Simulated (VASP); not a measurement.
A run of VASP 6.6.1 is set up as follows.

The input INCAR:

```
SYSTEM = LaTe4
ALGO     = Normal         ! electronic algorithm
EDIFF    = 1E-6           ! SCF threshold, eV
ENCUT    = 520            ! plane-wave cutoff, eV
GGA      = PE             ! functional
ISIF     = 2              ! what is computed and relaxed
ISMEAR   = 0              ! smearing method
LASPH    = .TRUE.         ! aspherical terms in the spheres
LCHARG   = .FALSE.        ! write CHGCAR
LREAL    = .FALSE.        ! projectors in reciprocal space
LWAVE    = .FALSE.        ! write WAVECAR
NBANDS   = 26             ! bands
NELM     = 80             ! most SCF steps
PREC     = Accurate       ! precision mode
SIGMA    = 0.1            ! smearing width, eV
```

KPOINTS

```
k-points
0
G
  4 4 4
  0 0 0
```

File POSCAR:

```
LaTe4
1.0
   -3.6565748460      3.6565748460      3.6565748460
    3.6565748460     -3.6565748460      3.6565748460
    3.6565748460      3.6565748460     -3.6565748460
La Te
1 4
Direct
    0.0000000000      0.0000000000      0.0000000000
    0.5000000000      0.5000000000      0.5000000000
    0.0000000000      0.0000000000      0.5000000000
    0.0000000000      0.5000000000      0.0000000000
    0.5000000000      0.0000000000      0.0000000000
```

Potentials or basis: VASP PAW PBE potentials, release 64 (La, Te).

Command:

```bash
$ cat potpaw_PBE.64/La/POTCAR potpaw_PBE.64/Te/POTCAR > POTCAR
$ mpirun -np 1 vasp_std > vasp.out
```

Q: What does it give for the pressure?

A: -0.2 GPa.
